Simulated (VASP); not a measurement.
# NaF in VASP: further runs, part 3 of 3

VASP 6.6.1.

## (5) Single point, PBE (uniaxial z strain -0.5%)

Contents of INCAR:

```
ALGO = Normal ; EDIFF = 1E-7
ENCUT = 520 ; GGA = PE
ISIF = 2 ; ISMEAR = 0
LASPH = T ; LCHARG = F
LREAL = F ; LWAVE = F
NBANDS = 14 ; NELM = 100
PREC = Accurate ; SIGMA = 0.01
```

Contents of KPOINTS:

```
k-points
0
Gamma
  6 6 6
```

Contents of POSCAR:

```
NaF
1.0
    0.0000000000      2.2971680800      2.2856822396
    2.2971680800      0.0000000000      2.2856822396
    2.2971680800      2.2971680800      0.0000000000
Na F
1 1
Direct
    0.0000000000      0.0000000000      0.0000000000
    0.5000000000      0.5000000000      0.5000000000
```

Potentials or basis: VASP PAW PBE potentials, release 64 (Na_pv, F).

On the command line:

```bash
> cat potpaw_PBE.64/Na_pv/POTCAR potpaw_PBE.64/F/POTCAR > POTCAR
> mpirun -np 1 vasp_std > vasp.out
```

OUTCAR:

```text
EDIFF = 1E-7
   ENCUT = 520
   GGA = PE
   ISIF = 2
   ISMEAR = 0
   LASPH = T
   LREAL = F
   NELM = 100
   PREC = Accurate

 ion  position               nearest neighbor table
   1  0.000  0.000  0.000-   2 2.29   2 2.29   2 2.30   2 2.30   2 2.30   2 2.30
   2  0.500  0.500  0.500-   1 2.29   1 2.29   1 2.30   1 2.30   1 2.30   1 2.30

  LATTYP: Found a body centered tetragonal cell.
 ALAT       =     3.2486862538
 C/A-ratio  =     1.4071424946

  Lattice vectors:

 A1 = (   0.0000000000,  -2.2971680800,  -2.2856822396)
 A2 = (   0.0000000000,   2.2971680800,  -2.2856822396)
 A3 = (   2.2971680800,   0.0000000000,   2.2856822396)

Analysis of symmetry for initial positions (statically):
=====================================================================
 Subroutine PRICEL returns:
 Original cell was already a primitive cell.

 Routine SETGRP: Setting up the symmetry group for a
 body centered tetragonal supercell.

 Subroutine GETGRP returns: Found 16 space group operations
 (whereof 16 operations were pure point group operations)
 out of a pool of 16 trial point group operations.

The static configuration has the point symmetry D_4h.
[... 166 lines left out ...]
 Fermi energy:        -1.8882866497

 k-point     1 :       0.0000    0.0000    0.0000
  band No.  band energies     occupation
      1     -21.1734      2.00000
      2     -20.8031      2.00000
      3     -20.8031      2.00000
      4     -20.8014      2.00000
      5      -1.9466      2.00000
      6      -1.9466      2.00000
      7      -1.9464      2.00000
      8       4.5225      0.00000
      9      17.2390      0.00000
     10      17.2390      0.00000
     11      17.2750      0.00000
     12      20.1785      0.00000
     13      22.3153      0.00000
     14      22.4635      0.00000
[... 377 lines left out ...]
      1     -21.3382      2.00000
      2     -20.8983      2.00000
      3     -20.8492      2.00000
      4     -20.4654      2.00000
      5      -3.1872      2.00000
      6      -2.5288      2.00000
      7      -2.3271      2.00000
      8      10.2420      0.00000
      9      11.5678      0.00000
     10      13.7954      0.00000
     11      17.8698      0.00000
     12      18.2382      0.00000
     13      24.0979      0.00000
     14      25.6169      0.00000

 [... further k-points ...]
[... 5 lines left out ...]
  --------------------------------------------------------------------------------------
  -------------------------------------------------------------------------------------
  Total        0.5494807      0.5494807      0.6294757      0.0000000      0.0000000     -0.0000000
  in kB       36.4948521     36.4948521     41.8078842      0.0000000      0.0000000     -0.0000000
  external PRESSURE =      38.2658628 kB  Pullay stress =       0.0000000 kB

 VOLUME and BASIS-vectors are now :
 -----------------------------------------------------------------------------
  energy-cutoff  :      520.00
  volume of cell :       24.12
      direct lattice vectors                 reciprocal lattice vectors
     0.000000000  2.297168080  2.285682240    -0.217659302  0.217659302  0.218753067
     2.297168080  0.000000000  2.285682240     0.217659302 -0.217659302  0.218753067
     2.297168080  2.297168080  0.000000000     0.217659302  0.217659302 -0.218753067

 POSITION                                       TOTAL-FORCE (eV/Angst)
 -----------------------------------------------------------------------------------
      0.00000      0.00000      0.00000         0.000000     -0.000000      0.000000
      2.29717      2.29717      2.28568        -0.000000      0.000000      0.000000
 -----------------------------------------------------------------------------------
    total drift:                                0.000000     -0.000000      0.000000

  FREE ENERGIE OF THE ION-ELECTRON SYSTEM (eV)
  ---------------------------------------------------
  free  energy   TOTEN  =        -8.5464369446 eV

  energy  without entropy=       -8.5464369446  energy(sigma->0) =       -8.54643694
```

OSZICAR:

```text
N       E                     dE             d eps       ncg     rms          rms(c)
DAV:   1     0.112091811175E+03    0.11209E+03   -0.77801E+03   846   0.126E+03
DAV:   2    -0.385529660977E+01   -0.11595E+03   -0.10796E+03   924   0.354E+02
DAV:   3    -0.939309414730E+01   -0.55378E+01   -0.55268E+01  1032   0.694E+01
DAV:   4    -0.943775930066E+01   -0.44665E-01   -0.44664E-01   930   0.686E+00
DAV:   5    -0.943822060021E+01   -0.46130E-03   -0.46130E-03  1044   0.680E-01    0.543E+00
DAV:   6    -0.855368986658E+01    0.88453E+00   -0.30402E+00  1042   0.150E+01    0.179E+00
DAV:   7    -0.854449500038E+01    0.91949E-02   -0.29624E-02   840   0.204E+00    0.105E+00
DAV:   8    -0.854592863159E+01   -0.14336E-02   -0.27487E-02   900   0.318E+00    0.149E-01
DAV:   9    -0.854653679099E+01   -0.60816E-03   -0.41640E-03  1110   0.618E-01    0.118E-01
DAV:  10    -0.854644013366E+01    0.96657E-04   -0.75830E-04   900   0.338E-01    0.177E-02
DAV:  11    -0.854643698174E+01    0.31519E-05   -0.26748E-05   948   0.614E-02    0.212E-03
DAV:  12    -0.854643719413E+01   -0.21240E-06   -0.11652E-06   924   0.113E-02    0.202E-03
DAV:  13    -0.854643701315E+01    0.18098E-06   -0.29794E-07   924   0.467E-03    0.673E-04
DAV:  14    -0.854643694462E+01    0.68527E-07   -0.35195E-08   534   0.227E-03
   1 F= -.85464369E+01 E0= -.85464369E+01  d E =-.146014E-18
```

Run time: 13 s. Hardware: 1 thread of Intel Xeon Platinum 8259CL at 2.50GHz (Skylake/Cascade Lake), shared host; peak memory 0.13 GiB.

What came out:

```yaml
Free_energy: -8.5464 eV
Pressure: 3.8 GPa
Band_gap_on_the_k_mesh: 6.47 eV, direct
```

Stress tensor (GPa, compression positive):
```
3.65 0.00 0.00
0.00 3.65 0.00
0.00 0.00 4.18
```

Caveat: the cell differs from its parent crystal (uniaxial z strain -0.5%).

## (6) Single point, PBE (epitaxial 111 strain -2.0%)

Contents of INCAR:

```
SYSTEM = NaF
  ALGO = Normal
  EDIFF = 1E-7
  ENCUT = 520
  GGA = PE
  ISIF = 2
  ISMEAR = 0
  LASPH = .TRUE.
  LCHARG = .FALSE.
  LREAL = .FALSE.
  LWAVE = .FALSE.
  NBANDS = 14
  NELM = 80
  PREC = Accurate
  SIGMA = 0.01
```

Contents of KPOINTS:

```
k-points
0
G
  6 6 6
  0 0 0
```

Contents of POSCAR:

```
NaF
1.0
    0.0541389590      2.3053636773      2.3053636773
    2.3053636773      0.0541389590      2.3053636773
    2.3053636773      2.3053636773      0.0541389590
Na F
1 1
Direct
    0.0000000000      0.0000000000      0.0000000000
    0.5000000000      0.5000000000      0.5000000000
```

Potentials or basis: VASP PAW PBE potentials, release 64 (Na_pv, F).

On the command line:

```bash
> cat potpaw_PBE.64/Na_pv/POTCAR potpaw_PBE.64/F/POTCAR > POTCAR
> mpirun -np 1 vasp_std > vasp.out
```

Run time: 13 s. Hardware: 1 thread of Intel Xeon Platinum 8259CL at 2.50GHz (Skylake/Cascade Lake), shared host; peak memory 0.13 GiB.

The run converged. Its results:

```yaml
Free_energy: -8.5288 eV
Pressure: 5.1 GPa
Band_gap_on_the_k_mesh: 6.54 eV, direct
```

Stress tensor (GPa, compression positive):
```
 5.14 -0.68 -0.68
-0.68  5.14 -0.68
-0.68 -0.68  5.14
```

Levels at points of the mesh, in eV from the valence-band top:
| k point | band 4 | band 5 | band 6 | band 7 | band 8 | band 9 | band 10 | band 11 |
| --- | --- | --- | --- | --- | --- | --- | --- | --- |
| (0.00, 0.00, 0.00) | -18.84 | -0.10 | 0.00 | 0.00 | 6.54 | 18.73 | 19.61 | 19.61 |
| (0.50, 0.00, 0.00) | -18.09 | -1.73 | -0.38 | -0.30 | 11.07 | 12.97 | 20.28 | 20.74 |
| (0.50, 0.50, 0.00) | -18.90 | -1.39 | -0.52 | -0.41 | 13.41 | 13.54 | 14.11 | 20.12 |
| (0.50, 0.50, 0.50) | -18.06 | -1.76 | -0.25 | -0.25 | 11.06 | 12.56 | 21.03 | 21.03 |

Caveat: the cell differs from its parent crystal (epitaxial 111 strain -2.0%).

## (7) Overview

| cell | gap on the mesh (eV) | pressure (GPa) |
| --- | --- | --- |
| a = 3.249 Å, angles 60.0°, 2 atoms | 6.44 | 3.5 |
| a = 3.232 Å, angles 60.0°, 2 atoms | 6.53 | 4.5 |
| a = 3.249, b = 3.200, c = 3.200 Å, angles 61.0, 59.5, 59.5°, 2 atoms | 6.61 | 5.7 |
| a = 3.241, b = 3.241, c = 3.249 Å, angles 59.9, 59.9, 60.2°, 2 atoms | 6.47 | 3.8 |
| a = 3.261 Å, angles 58.4°, 2 atoms | 6.54 | 5.1 |

Alike in all rows: task single point; level PBE; potentials or basis VASP PAW PBE potentials, release 64 (Na_pv, F); no spin polarisation; k mesh 6 × 6 × 6; cutoff (eV) 520; smearing gaussian 0.01 eV.

Absolute energies hang on the potentials; compare differences alone.
